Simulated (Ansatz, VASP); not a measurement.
# CoCl2O2: VASP beside Ansatz

```
Co Cl O
1.0
     3.58087   -3.92695    0.00000
     3.58087    3.92695    0.00000
    -0.42040    0.00000    3.45761
Co Cl O
1 2 2
Cartesian
  0.0000 0.0000 0.0000
  5.3026 0.0000 1.4797
  1.4388 0.0000 1.9780
  3.5809 -2.2921 0.0000
  3.5809 2.2921 0.0000
```

Alike in both runs: task single point; functional PBE; k mesh 5 × 5 × 8; occupations fermi-dirac, width 0.05 eV; collinear spin.

|  | VASP | Ansatz |
| --- | --- | --- |
| version | VASP 6.6.1 | Ansatz 0.2.0 |
| potentials or method | VASP PAW PBE potentials, release 64 (Co, Cl, O) | Ansatz PAW |
| plane-wave cutoff (eV) | 520 | 420 |
| valence electrons in the cell | 35 | 43 |

|  | VASP | Ansatz | Ansatz less VASP |
| --- | --- | --- | --- |
| gap on the k mesh at the Fermi level (eV) | none | none | - |
| pressure (GPa) | -1.5 | -1.4 | +0.16 |
| traceless stress, the component that is largest in VASP (GPa) | -0.62 | -0.98 | -0.360 |
| rms of the force components (eV/Å) | 0.217 | 0.233 | +0.0161 |
| net moment per atom (μB) | 0.20 | 0.20 | 0.000 |
| size of the moment on the site where the two differ most (μB) | 0.80 | 0.74 | -0.058 |

Site moments also hang on the region over which each program counts them. Atom by atom the forces differ by 0.026 eV/Å (rms over components). A gap of «none» marks a metal or a gap that the smearing closes. With one functional, cell and mesh, what is left measures potentials, basis and numerics. VASP's potentials hold 35 valence electrons a cell and Ansatz's 43, so a difference there can come from the potentials and not from the codes.
